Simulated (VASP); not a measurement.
# SiSn2 (P6/mmm) in VASP: further runs, part 2 of 2

VASP 6.6.1.

## 4. Single point, PBE

This run uses another cell than the first one: it holds 6 atoms, not 3.

INCAR reads:

```
PREC = Accurate ; ENCUT = 520
EDIFF = 1E-7 ; ISMEAR = 0
SIGMA = 0.1 ; LREAL = False
LASPH = True ; NELM = 80
ALGO = Fast ; ISIF = 2
LWAVE = False ; LCHARG = False
GGA = PE ; NBANDS = 41
```

KPOINTS reads:

```
regular mesh
0
Gamma
  6 6 4
```

POSCAR reads:

```
SiSn2
1.0
    5.2804542921      0.0000000000      0.0000000000
   -2.6402271460      4.5730075605      0.0000000000
    0.0000000000      0.0000000000      6.0354263110
Si Sn
2 4
Direct
    1.0000000000      0.0000000000      0.0000000000
    1.0000000000      0.0000000000      0.5000000000
    0.3333333333      0.6666666667      0.2500000000
    0.3333333333      0.6666666667      0.7500000000
    0.6666666667      0.3333333333      0.2500000000
    0.6666666667      0.3333333333      0.7500000000
```

On the command line:

```sh
$ cat potpaw_PBE.64/Si/POTCAR potpaw_PBE.64/Sn_d/POTCAR > POTCAR
$ mpirun -np 1 vasp_std > vasp.out
```

It took 66 s on 1 thread of Intel Xeon 6975P-C (Granite Rapids), shared host; peak memory 0.3 GiB.

The run converged. Its results:

| Property | Result |
| --- | --- |
| Free energy | -23.5586 eV |
| Pressure | -0.1 GPa |
| Band gap on the k mesh | zero (bands 32 and 33 overlap by 2.68 eV) |

Stress tensor (GPa, compression positive):
```
-0.83  0.00  0.00
 0.00 -0.83  0.00
 0.00  0.00  1.45
```

Levels at points of the mesh, in eV from the Fermi level:
| k point | band 29 | band 30 | band 31 | band 32 | band 33 | band 34 | band 35 | band 36 |
| --- | --- | --- | --- | --- | --- | --- | --- | --- |
| (0.00, 0.00, 0.00) | -2.79 | -2.00 | -1.68 | -1.32 | -0.77 | -0.16 | -0.16 | 0.40 |
| (0.50, 0.00, 0.00) | -2.41 | -2.14 | -1.36 | -0.06 | 0.70 | 0.70 | 2.10 | 2.61 |
| (0.00, 0.00, 0.50) | -1.96 | -1.96 | -1.82 | -1.82 | -1.82 | -1.82 | -1.30 | -1.30 |
| (0.50, 0.00, 0.50) | -0.33 | -0.33 | 0.16 | 0.16 | 1.83 | 1.83 | 1.97 | 1.97 |

Caveat: spin-orbit coupling is left out, which moves the levels of the heavy elements.

## 5. Single point, PBE

This run uses another cell than the first one, of the same volume but with other edges.

INCAR reads:

```
PREC = Accurate
ENCUT = 520
EDIFF = 1E-6
ISMEAR = 0
SIGMA = 0.1
LREAL = False
LASPH = True
NELM = 80
ALGO = Fast
ISIF = 2
LWAVE = False
LCHARG = False
GGA = PE
NBANDS = 23
```

KPOINTS reads:

```
Automatic mesh
0
Gamma
  12 12 16
```

POSCAR reads:

```
SiSn2
1.0
    5.2804542921      0.0000000000      0.0000000000
   -2.6402271460      4.5730075605      0.0000000000
    0.0000000000      0.0000000000      3.0177131555
Si Sn
1 2
Direct
    0.0000000000      0.0000000000      0.0000000000
    0.3333333333      0.6666666667      0.5000000000
    0.6666666667      0.3333333333      0.5000000000
```

On the command line:

```sh
$ cat potpaw_PBE.64/Si/POTCAR potpaw_PBE.64/Sn_d/POTCAR > POTCAR
$ mpirun -np 1 vasp_std > vasp.out
```

Wall time 81 s (1 thread of Intel Xeon 6975P-C (Granite Rapids), shared host); peak memory 0.37 GiB.

The run converged. Its results:

```yaml
Free_energy: -11.7263 eV
Pressure: -0.1 GPa
Band_gap_on_the_k_mesh: zero (bands 16 and 17 overlap by 4.26 eV)
```

Levels at points of the mesh, in eV from the Fermi level:
| k point | band 13 | band 14 | band 15 | band 16 | band 17 | band 18 | band 19 | band 20 |
| --- | --- | --- | --- | --- | --- | --- | --- | --- |
| (0.00, 0.00, 0.00) | -5.51 | -2.92 | -2.92 | -2.73 | -2.73 | 4.15 | 7.30 | 7.30 |
| (0.50, 0.00, 0.00) | -6.82 | -4.74 | 0.75 | 0.78 | 2.16 | 2.68 | 3.92 | 5.13 |
| (0.00, 0.00, 0.50) | -1.94 | -1.59 | -1.27 | -0.68 | -0.07 | -0.07 | 0.44 | 0.44 |
| (0.50, 0.00, 0.50) | -5.43 | -4.23 | -2.35 | -2.06 | -1.29 | 0.00 | 3.21 | 3.87 |

Caveat: spin-orbit coupling is left out, which moves the levels of the heavy elements.

## 6. Relaxation of cell and atoms, PBE

This run uses another cell than the first one, of 24.26 Å³/atom.

INCAR reads:

```
SYSTEM = SiSn2
PREC = Accurate ; ENCUT = 600
EDIFF = 1E-7 ; ISMEAR = 0
SIGMA = 0.1 ; LREAL = .FALSE.
LASPH = .TRUE. ; NELM = 100
ALGO = Fast ; ISIF = 3
LWAVE = .FALSE. ; LCHARG = .FALSE.
GGA = PE ; IBRION = 2
NSW = 100 ; EDIFFG = -0.01
```

KPOINTS reads:

```
regular mesh
0
G
  12 12 16
  0 0 0
```

POSCAR reads:

```
SiSn2
1.0
    5.2543055618      0.0000000000      0.0000000000
   -2.6271527809      4.5503620957      0.0000000000
    0.0000000000      0.0000000000      3.0446635954
Si Sn
1 2
Direct
    0.0000000000      0.0000000000      0.0000000000
    0.3333333333      0.6666666667      0.5000000000
    0.6666666667      0.3333333333      0.5000000000
```

Potentials or basis: VASP PAW PBE potentials, release 64 (Si, Sn_d).

On the command line:

```sh
$ cat potpaw_PBE.64/Si/POTCAR potpaw_PBE.64/Sn_d/POTCAR > POTCAR
$ mpirun -np 1 vasp_std > vasp.out
```

Run time: 5.7 min. Hardware: 1 thread of Intel Xeon 6975P-C (Granite Rapids), shared host; peak memory 0.41 GiB.

It converged, with:

| Quantity | Value |
| --- | --- |
| Free energy | -11.7264 eV |
| Relaxed volume | 24.28 Å³/atom |
| Relaxed cell | a = 5.280 Å, b = 5.280 Å, c = 3.018 Å, α = 90.00°, β = 90.00°, γ = 120.00° |
| Space group after relaxing (to 0.1 Å) | P6/mmm (No. 191) |
| Energy gained by relaxing | 0.9 meV/atom |
| Ionic steps | 5 |
| Pressure after relaxing | 0.0 GPa |
| Band gap on the k mesh | zero (bands 16 and 17 overlap by 4.26 eV) |

The path:
| step | energy change (eV) | largest force (eV/Å) | pressure (GPa) | volume (Å³) |
| --- | --- | --- | --- | --- |
| 1 | 0.0000 | 0.0000 | -0.03 | 72.79 |
| 2 | -0.0023 | 0.0000 | 0.04 | 72.75 |
| 3 | -0.0026 | 0.0000 | 0.07 | 72.72 |
| 4 | -0.0026 | 0.0000 | 0.08 | 72.72 |
| 5 | -0.0026 | 0.0000 | -0.02 | 72.85 |

Final structure:
```
Si Sn
1.0
     5.27978    0.00000    0.00000
    -2.63989    4.57242    0.00000
     0.00000    0.00000    3.01777
Si Sn
1 2
Direct
  0.00000 0.00000 0.00000
  0.33333 0.66667 0.50000
  0.66667 0.33333 0.50000
```

Levels at points of the mesh, in eV from the Fermi level:
| k point | band 13 | band 14 | band 15 | band 16 | band 17 | band 18 | band 19 | band 20 |
| --- | --- | --- | --- | --- | --- | --- | --- | --- |
| (0.00, 0.00, 0.00) | -5.51 | -2.92 | -2.92 | -2.73 | -2.73 | 4.14 | 7.30 | 7.33 |
| (0.50, 0.00, 0.00) | -6.82 | -4.75 | 0.75 | 0.78 | 2.16 | 2.68 | 3.93 | 5.13 |
| (0.00, 0.00, 0.50) | -1.94 | -1.59 | -1.27 | -0.68 | -0.08 | -0.08 | 0.44 | 0.44 |
| (0.50, 0.00, 0.50) | -5.43 | -4.23 | -2.35 | -2.06 | -1.29 | -0.01 | 3.21 | 3.87 |

Caveat: spin-orbit coupling is left out, which moves the levels of the heavy elements.

## 7. Overview

```tsv
task	cell	k mesh	cutoff (eV)	gap on the mesh (eV)	pressure (GPa)	relaxed volume (Å³/atom)
single point	a = 5.163, b = 5.163, c = 3.162 Å, angles 90.0, 90.0, 120.0°, 3 atoms, atomic positions A	6 × 6 × 4	520	none	0.0	-
relaxation of cell and atoms	relaxed from a = 4.052, b = 4.052, c = 4.375 Å, angles 90.0, 90.0, 120.0°, 3 atoms, atomic positions A	6 × 6 × 4	600	none	-0.1	24.34
single point	a = 5.280, b = 5.280, c = 6.035 Å, angles 90.0, 90.0, 120.0°, 6 atoms, atomic positions B	6 × 6 × 4	520	none	-0.1	-
single point	a = 5.280, b = 5.280, c = 3.018 Å, angles 90.0, 90.0, 120.0°, 3 atoms, atomic positions A	12 × 12 × 16	520	none	-0.1	-
relaxation of cell and atoms	relaxed from a = 5.254, b = 5.254, c = 3.045 Å, angles 90.0, 90.0, 120.0°, 3 atoms, atomic positions A	12 × 12 × 16	600	none	0.0	24.28
```

Alike in all rows: level PBE; potentials or basis VASP PAW PBE potentials, release 64 (Si, Sn_d); no spin polarisation; smearing gaussian 0.1 eV.

Caveats: some runs use coarse meshes; spin-orbit coupling is left out, which moves the levels of the heavy elements; the volume moved by over 15 % at a fixed basis, so the end points are rough (at least some runs).

Absolute energies hang on the potentials; compare differences alone.
